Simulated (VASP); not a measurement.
# SiO2 (Fmmm) in VASP: further runs

SiO2 is run at these levels: LDA; tasks: single point.

Everything below comes from runs of VASP 6.6.1. Logs are shortened: lines on timing, memory, paths and dates and some standing lists are left out, and cuts for length are marked.

## (1) The cell of the first run

Symmetry: Fmmm, No. 69, orthorhombic system. The conventional cell has a = 5.267 Å, b = 12.526 Å, c = 12.728 Å, α = 90.00°, β = 90.00°, γ = 90.00°. Within 2.1 Å of Si (site symmetry m2m) lie 4 O at 1.60 to 1.61 Å. Si (site symmetry mm2) has 4 O at 1.60 to 1.61 Å within 2.1 Å. Within 2.1 Å of O (site symmetry 2/m) lie 2 Si at 1.60 Å. O (site symmetry 2/m) has 2 Si at 1.61 Å within 2.1 Å. O (site symmetry m) has 2 Si at 1.60 to 1.61 Å within 2.1 Å.

## (2) Single point, LDA (biaxial strain in the a-b plane: +1.0 %)

Input file INCAR:

```
ALGO = Normal
EDIFF = 1E-6
ENCUT = 520
GGA = CA
ISIF = 2
ISMEAR = 0
LASPH = T
LCHARG = T
LELF = T
LREAL = F
LVHAR = T
LWAVE = F
NBANDS = 44
NELM = 60
PREC = Accurate
SIGMA = 0.02
```

Input file KPOINTS:

```
k-points
0
Gamma
  6 6 6
```

Input file POSCAR:

```
SiO2
1.0
   -4.4998829866      4.4998829866      2.6334358428
    4.4998829866     -4.4998829866      2.6334358428
    4.4285977116      4.4285977116     -2.6334358428
Si O
4 8
Direct
    0.1769371916      0.1769371916      0.3538743832
    0.8230628084      0.1769371916      0.0000000000
    0.1769371916      0.8230628084      0.0000000000
    0.8230628084      0.8230628084      0.6461256168
    0.5000000000      0.5000000000      0.5000000000
    0.0000000000      0.5000000000      0.0000000000
    0.5000000000      0.0000000000      0.0000000000
    0.0000000000      0.0000000000      0.5000000000
    0.0000000000      0.2089418888      0.2089418888
    0.7910581112      0.0000000000      0.7910581112
    0.2089418888      0.0000000000      0.2089418888
    0.0000000000      0.7910581112      0.7910581112
```

Potentials or basis: VASP PAW LDA potentials, release 64 (Si, O).

The run is started by

```
$ cat potpaw_LDA.64/Si/POTCAR potpaw_LDA.64/O/POTCAR > POTCAR
$ mpirun -np 1 vasp_std > vasp.out
```

OUTCAR:

```text
EDIFF = 1E-6
   ENCUT = 520
   GGA = CA
   ISIF = 2
   ISMEAR = 0
   LASPH = T
   LREAL = F
   NELM = 60
   PREC = Accurate

 ion  position               nearest neighbor table
   1  0.177  0.177  0.354-   8 1.60   5 1.60   9 1.61  11 1.61
   2  0.823  0.177  0.000-   9 1.60  10 1.60   6 1.61   7 1.61
   3  0.177  0.823  0.000-  11 1.60  12 1.60   6 1.61   7 1.61
   4  0.823  0.823  0.646-   8 1.60   5 1.60  10 1.61  12 1.61
   5  0.500  0.500  0.500-   1 1.60   4 1.60
   6  0.000  0.500  0.000-   2 1.61   3 1.61
   7  0.500  0.000  0.000-   2 1.61   3 1.61
   8  0.000  0.000  0.500-   1 1.60   4 1.60
   9  0.000  0.209  0.209-   2 1.60   1 1.61
  10  0.791  0.000  0.791-   2 1.60   4 1.61
  11  0.209  0.000  0.209-   3 1.60   1 1.61
  12  0.000  0.791  0.791-   3 1.60   4 1.61

  LATTYP: Found a face centered orthorhombic cell.
 ALAT       =     5.2668716856
 B/A-ratio  =     2.3782553743
 C/A-ratio  =     2.4165371509

  Lattice vectors:

 A1 = (  -0.0712852750,   8.9284806982,   0.0000000000)
 A2 = (  -4.4998829866,   4.4998829866,   2.6334358428)
 A3 = (   4.4285977116,   4.4285977116,   2.6334358428)

Analysis of symmetry for initial positions (statically):
=====================================================================
 Subroutine PRICEL returns:
 Original cell was already a primitive cell.

 Routine SETGRP: Setting up the symmetry group for a
 face centered orthorhombic supercell.

 Subroutine GETGRP returns: Found  8 space group operations
 (whereof  8 operations were pure point group operations)
 out of a pool of  8 trial point group operations.

The static configuration has the point symmetry D_2h.

Analysis of symmetry for dynamics (positions and initial velocities):
=====================================================================
 Subroutine PRICEL returns:
 Original cell was already a primitive cell.

 Routine SETGRP: Setting up the symmetry group for a
 face centered orthorhombic supercell.

 Subroutine GETGRP returns: Found  8 space group operations
 (whereof  8 operations were pure point group operations)
 out of a pool of  8 trial point group operations.

The dynamic configuration has the point symmetry D_2h.

 Subroutine INISYM returns: Found  8 space group operations
 (whereof  8 operations are pure point group operations),
 and found     1 'primitive' translations

----------------------------------------------------------------------------------------

                                     Primitive cell

  volume of cell :     209.9182

  direct lattice vectors                    reciprocal lattice vectors
    -4.499882987  4.499882987  2.633435843     0.000894278  0.112008278  0.189866027
     4.499882987 -4.499882987  2.633435843     0.112008278  0.000894278  0.189866027
     4.428597712  4.428597712 -2.633435843     0.112902556  0.112902556  0.000000000

  length of vectors
     6.887153122  6.887153122  6.794110664     0.220444465  0.220444465  0.159668326

  position of ions in fractional coordinates (direct lattice)
     0.176937192  0.176937192  0.353874383
     0.823062808  0.176937192  0.000000000
     0.176937192  0.823062808  0.000000000
     0.823062808  0.823062808  0.646125617
     0.500000000  0.500000000  0.500000000
     0.000000000  0.500000000  0.000000000
     0.500000000  0.000000000  0.000000000
     0.000000000  0.000000000  0.500000000
     0.000000000  0.208941889  0.208941889
     0.791058111  0.000000000  0.791058111
     0.208941889  0.000000000  0.208941889
     0.000000000  0.791058111  0.791058111

  ion indices of the primitive-cell ions
   primitive index   ion index
                 1           1
                 2           2
                 3           3
                 4           4
                 5           5
                 6           6
                 7           7
                 8           8
                 9           9
                10          10
                11          11
                12          12

----------------------------------------------------------------------------------------

 KPOINTS: k-points

Automatic generation of k-mesh.
 Grid dimensions read from file:
 generate k-points for:    6    6    6

 Generating k-lattice:

  Cartesian coordinates                     Fractional coordinates (reciprocal lattice)
     0.000149046  0.018668046  0.031644338     0.166666667 -0.000000000  0.000000000
     0.018668046  0.000149046  0.031644338    -0.000000000  0.166666667  0.000000000
     0.018817093  0.018817093  0.000000000     0.000000000  0.000000000  0.166666667

  Length of vectors
     0.036740744  0.036740744  0.026611388

  Shift w.r.t. Gamma in fractional coordinates (k-lattice)
     0.000000000  0.000000000  0.000000000

 Subroutine IBZKPT returns following result:
 ===========================================

 Found     46 irreducible k-points:

 Following reciprocal coordinates:
            Coordinates               Weight
  0.000000  0.000000  0.000000      1.000000
  0.166667 -0.000000  0.000000      8.000000
  0.333333  0.000000 -0.000000      8.000000
  0.500000  0.000000  0.000000      4.000000
  0.166667  0.166667  0.000000      4.000000
  0.333333  0.166667 -0.000000      8.000000
[... 16 lines left out ...]
  0.333333  0.333333  0.166667      2.000000
 -0.333333  0.333333  0.166667      4.000000
 [... further k-points ...]
   k-points           NKPTS =     46   k-points in BZ     NKDIM =     46   number of bands    NBANDS=     44
   number of dos      NEDOS =    301   number of ions     NIONS =     12
   total plane-waves  NPLWV = 157464
   dimension x,y,z NGX =    54 NGY =   54 NGZ =   54
   dimension x,y,z NGXF=   108 NGYF=  108 NGZF=  108
   ions per type =               4   8
   NGX,Y,Z   is equivalent  to a cutoff of  13.03, 13.03, 13.21 a.u.
   NGXF,Y,Z  is equivalent  to a cutoff of  26.07, 26.07, 26.43 a.u.
 SYSTEM =  unknown system
   PREC   = accura    normal or accurate (medium, high low for compatibility)
   ISTART =      0    job   : 0-new  1-cont  2-samecut
   ICHARG =      2    charge: 1-file 2-atom 10-const
   ISPIN  =      1    spin polarized calculation?
   LNONCOLLINEAR =      F non collinear calculations
   LSORBIT =      F    spin-orbit coupling
   LASPH  =      T    aspherical Exc in radial PAW
   ENCUT  =  520.0 eV  38.22 Ry    6.18 a.u.  12.81 12.81 12.63*2*pi/ulx,y,z
   NELM   =     60;   NELMIN=  2; NELMDL= -5     # of ELM steps
   EDIFF  = 0.1E-05   stopping-criterion for ELM
   LREAL  =      F    real-space projection
   EDIFFG = 0.1E-04   stopping-criterion for IOM
   NSW    =      0    number of steps for IOM
   IBRION =     -1    ionic relax: 0-MD 1-quasi-New 2-CG
   NFREE  =      0    steps in history (QN), initial steepest desc. (CG)
   ISIF   =      2    stress and relaxation
   ISYM   =      2    0-nonsym 1-usesym 2-fastsym
   POTIM  = 0.5000    time-step for ionic-motion
   TEBEG  =    0.0;   TEEND  =   0.0 temperature during run
   PSTRESS=    0.0 pullay stress
   NELECT =      64.0000    total number of electrons
   NUPDOWN=      -1.0000    fix difference up-down
   EMIN   =  10.00;   EMAX   =-10.00  energy-range for DOS
   EFERMI =   0.00;   METHOD = LEGACY
   ISMEAR =     0;   SIGMA  =   0.02  broadening in eV -4-tet -1-fermi 0-gaus
   EFERMI_NEDOS =   21; number of points for ismear=-14 and -15
   IALGO  =     38    algorithm
   IMIX   =      4    mixing-type and parameters
     AMIX     =   0.40;   BMIX     =  1.00
     AMIX_MAG =   1.60;   BMIX_MAG =  1.00
  volume/ion in A,a.u.               =      17.49       118.05
  Fermi-wavevector in a.u.,A,eV,Ry     =   1.101839  2.082174 16.518138  1.214049
  Thomas-Fermi vector in A             =   2.238272
   LORBIT       =      0    0 simple, 1 ext, 2 COOP (PROOUT), +10 PAW based schemes
   GGA     = CA    functional components
   LHFCALC =     F    Hartree Fock is set to
   AEXX    =    0.0000 exact exchange contribution
   IVDW    =     0    specifies the selected vdW correction
   LEPSILON=     F    determine dielectric tensor
   LRPA    =     F    only Hartree local field effects (RPA)
 non-spin polarized calculation
 Gauss-broadening in eV      SIGMA  =   0.02
  energy-cutoff  :      520.00
  volume of cell :      209.92
 maximum number of plane-waves:      5686
 NGX is ok and might be reduce to    54
   NGX = 25   NGY = 25   NGZ = 25

 number of electron      64.0000009 magnetization

 Free energy of the ion-electron system (eV)
  ---------------------------------------------------
  ext. energy  EPLUGINS =         0.00000000
  ---------------------------------------------------
  free energy    TOTEN  =      -103.59718027 eV

  energy without entropy =     -103.59718027  energy(sigma->0) =     -103.59718027

 E-fermi :  -1.1591     XC(G=0):  -7.7861

 val. band max:       -1.3212043633   @ k =   0.5000   0.5000   0.5000
 cond. band min:       3.9630705062   @ k =   0.0000   0.0000   0.0000
 fundamental gap:      5.2842748695
 Fermi energy:        -1.1591110684

 k-point     1 :       0.0000    0.0000    0.0000
  band No.  band energies     occupation
      1     -20.5587      2.00000
      2     -19.6070      2.00000
      3     -19.1875      2.00000
      4     -19.1381      2.00000
      5     -18.4858      2.00000
      6     -18.4844      2.00000
[... 36 lines left out ...]
     43       9.5542      0.00000
     44       9.6131      0.00000

 k-point     2 :       0.1667   -0.0000    0.0000
  band No.  band energies     occupation
      1     -20.4919      2.00000
      2     -19.6222      2.00000
      3     -19.2598      2.00000
      4     -19.1370      2.00000
      5     -18.4876      2.00000
      6     -18.4850      2.00000
[... 36 lines left out ...]
     43       9.1506      0.00000
     44       9.4542      0.00000

 k-point     3 :       0.3333    0.0000   -0.0000
  band No.  band energies     occupation
      1     -20.3157      2.00000
      2     -19.6472      2.00000
      3     -19.4909      2.00000
      4     -19.1007      2.00000
      5     -18.4933      2.00000
      6     -18.4794      2.00000
[... 36 lines left out ...]
     43       9.1050      0.00000
     44       9.4243      0.00000

 k-point     4 :       0.5000    0.0000    0.0000
  band No.  band energies     occupation
      1     -20.1740      2.00000
      2     -19.6796      2.00000
      3     -19.6393      2.00000
      4     -19.0856      2.00000
      5     -18.4960      2.00000
      6     -18.4725      2.00000
[... 882 lines left out ...]
     43       9.3761      0.00000
     44       9.6842      0.00000

 k-point    23 :       0.3333    0.3333    0.1667
  band No.  band energies     occupation
      1     -20.2338      2.00000
      2     -19.8604      2.00000
      3     -19.4183      2.00000
      4     -19.0409      2.00000
      5     -18.4956      2.00000
      6     -18.4787      2.00000
[... 36 lines left out ...]
     43       9.0888      0.00000
     44       9.4605      0.00000

 k-point    24 :      -0.3333    0.3333    0.1667
  band No.  band energies     occupation
      1     -20.3966      2.00000
      2     -19.9599      2.00000
      3     -19.3358      2.00000
      4     -18.7728      2.00000
      5     -18.4969      2.00000
      6     -18.4861      2.00000
[... 36 lines left out ...]
     43       8.9305      0.00000
     44       9.6796      0.00000

 [... further k-points ...]

------------------------ aborting loop because EDIFF is reached ----------------------------------------

  FORCE on cell =-STRESS in cart. coord.  units (eV):
  Direction    XX          YY          ZZ          XY          YZ          ZX
  --------------------------------------------------------------------------------------
  -------------------------------------------------------------------------------------
  Total       -1.2933294     -1.2933294     -3.8018875      1.2090867     -0.0000000     -0.0000000
  in kB       -9.8711904     -9.8711904    -29.0174777      9.2282181     -0.0000000     -0.0000000
  external PRESSURE =     -16.2532862 kB  Pullay stress =       0.0000000 kB

 VOLUME and BASIS-vectors are now :
 -----------------------------------------------------------------------------
  energy-cutoff  :      520.00
  volume of cell :      209.92
      direct lattice vectors                 reciprocal lattice vectors
    -4.499882987  4.499882987  2.633435843     0.000894278  0.112008278  0.189866027
     4.499882987 -4.499882987  2.633435843     0.112008278  0.000894278  0.189866027
     4.428597712  4.428597712 -2.633435843     0.112902556  0.112902556  0.000000000

 POSITION                                       TOTAL-FORCE (eV/Angst)
 -----------------------------------------------------------------------------------
      1.56717      1.56717     -0.00000         0.025184      0.025184      0.000000
     -2.90749      2.90749      2.63344         0.423365     -0.423365      0.000000
      2.90749     -2.90749      2.63344        -0.423365      0.423365     -0.000000
      2.86143      2.86143      2.63344        -0.025184     -0.025184      0.000000
      2.21430      2.21430      1.31672        -0.000000      0.000000      0.000000
      2.24994     -2.24994      1.31672        -0.000000      0.000000      0.000000
     -2.24994      2.24994      1.31672        -0.000000      0.000000      0.000000
      2.21430      2.21430     -1.31672        -0.000000      0.000000      0.000000
      1.86553     -0.01489      0.00000        -0.023198      0.309687      0.000000
     -0.05639      7.06295      0.00000        -0.309687      0.023198      0.000000
     -0.01489      1.86553      0.00000         0.309687     -0.023198     -0.000000
      7.06295     -0.05639      0.00000         0.023198     -0.309687      0.000000
 -----------------------------------------------------------------------------------
    total drift:                               -0.000000     -0.000000     -0.000000

  FREE ENERGIE OF THE ION-ELECTRON SYSTEM (eV)
  ---------------------------------------------------
  free  energy   TOTEN  =      -103.5971802660 eV

  energy  without entropy=     -103.5971802660  energy(sigma->0) =     -103.59718027
```

It took 13 min on 1 thread of Oxide Virtual Turin-like, shared host; peak memory 0.45 GiB.

What came out:

```yaml
Free_energy: -103.5972 eV
Pressure: -1.6 GPa
Largest_force: 0.599 eV/Å
Band_gap_on_the_k_mesh: 5.28 eV (least direct gap 5.30 eV)
```

Forces in eV/Å, atoms in the order of the input:
```
Si   0.025  0.025  0.000
Si   0.423 -0.423  0.000
Si  -0.423  0.423  0.000
Si  -0.025 -0.025  0.000
O    0.000  0.000  0.000
O    0.000  0.000  0.000
O    0.000  0.000  0.000
O    0.000  0.000  0.000
O   -0.023  0.310  0.000
O   -0.310  0.023  0.000
O    0.310 -0.023  0.000
O    0.023 -0.310  0.000
```

Stress tensor (GPa, compression positive):
```
-0.99  0.92  0.00
 0.92 -0.99  0.00
 0.00  0.00 -2.90
```

Caveat: the cell differs from its parent crystal (biaxial strain in the a-b plane: +1.0 %). A k mesh can miss the band edges.

## (3) Single point, LDA (biaxial strain in the a-b plane: -2.0 %)

Input file INCAR:

```
SYSTEM = SiO2
PREC = Accurate
ENCUT = 520
EDIFF = 1E-7
ISMEAR = 0
SIGMA = 0.02
LREAL = .FALSE.
LASPH = .TRUE.
NELM = 100
ALGO = Normal
ISIF = 2
LWAVE = .FALSE.
LCHARG = .FALSE.
GGA = CA
NBANDS = 44
```

Input file KPOINTS:

```
regular mesh
0
G
  6 6 6
  0 0 0
```

Input file POSCAR:

```
SiO2
1.0
   -4.3662230959      4.3662230959      2.5552149762
    4.3662230959     -4.3662230959      2.5552149762
    4.5087936460      4.5087936460     -2.5552149762
Si O
4 8
Direct
    0.1768150124      0.1768150124      0.3536300247
    0.8240651812      0.1759348188      0.0000000000
    0.1759348188      0.8240651812      0.0000000000
    0.8231849876      0.8231849876      0.6463699753
    0.5000000000      0.5000000000      0.5000000000
    0.0000000000      0.5000000000      0.0000000000
    0.5000000000      0.0000000000      0.0000000000
    0.0000000000      0.0000000000      0.5000000000
   -0.0003299649      0.2086054938      0.2082755289
    0.7913945062      0.0003299649      0.7917244711
    0.2086054938     -0.0003299649      0.2082755289
    0.0003299649      0.7913945062      0.7917244711
```

Potentials or basis: VASP PAW LDA potentials, release 64 (Si, O).

The run is started by

```
$ cat potpaw_LDA.64/Si/POTCAR potpaw_LDA.64/O/POTCAR > POTCAR
$ mpirun -np 1 vasp_std > vasp.out
```

Run time: 8.6 min. Hardware: 1 thread of Oxide Virtual Turin-like, shared host; peak memory 0.42 GiB.

The run converged. Its results:

| Property | Result |
| --- | --- |
| Free energy | -103.4749 eV |
| Pressure | 5.0 GPa |
| Largest force | 0.409 eV/Å |
| Band gap on the k mesh | 5.35 eV (least direct gap 5.36 eV) |

Forces in eV/Å, atoms in the order of the input:
```
Si   0.027  0.027  0.000
Si  -0.289  0.289  0.000
Si   0.289 -0.289  0.000
Si  -0.027 -0.027  0.000
O    0.000  0.000  0.000
O    0.000  0.000  0.000
O    0.000  0.000  0.000
O    0.000  0.000  0.000
O    0.097 -0.211  0.000
O    0.211 -0.097  0.000
O   -0.211  0.097  0.000
O   -0.097  0.211  0.000
```

Stress tensor (GPa, compression positive):
```
 4.14 -1.43  0.00
-1.43  4.14  0.00
 0.00  0.00  6.88
```

Levels at points of the mesh, in eV from the valence-band top:
```csv
k point,band 29,band 30,band 31,band 32,band 33,band 34,band 35,band 36
"(0.00, 0.00, 0.00)",-0.92,-0.67,-0.04,-0.01,5.35,8.22,8.74,9.15
"(0.50, 0.00, 0.00)",-1.22,-0.87,-0.67,-0.30,7.58,7.69,8.56,9.02
"(0.50, 0.50, 0.00)",-0.55,-0.41,-0.35,-0.26,6.46,6.96,8.77,9.06
"(0.00, 0.00, 0.50)",-0.49,-0.48,-0.41,-0.23,6.44,6.86,8.76,8.86
"(0.50, 0.50, 0.50)",-1.05,-0.22,-0.02,0.00,7.36,7.72,7.77,7.94
```

Caveat: the cell differs from its parent crystal (biaxial strain in the a-b plane: -2.0 %); the cell stands under pressure.
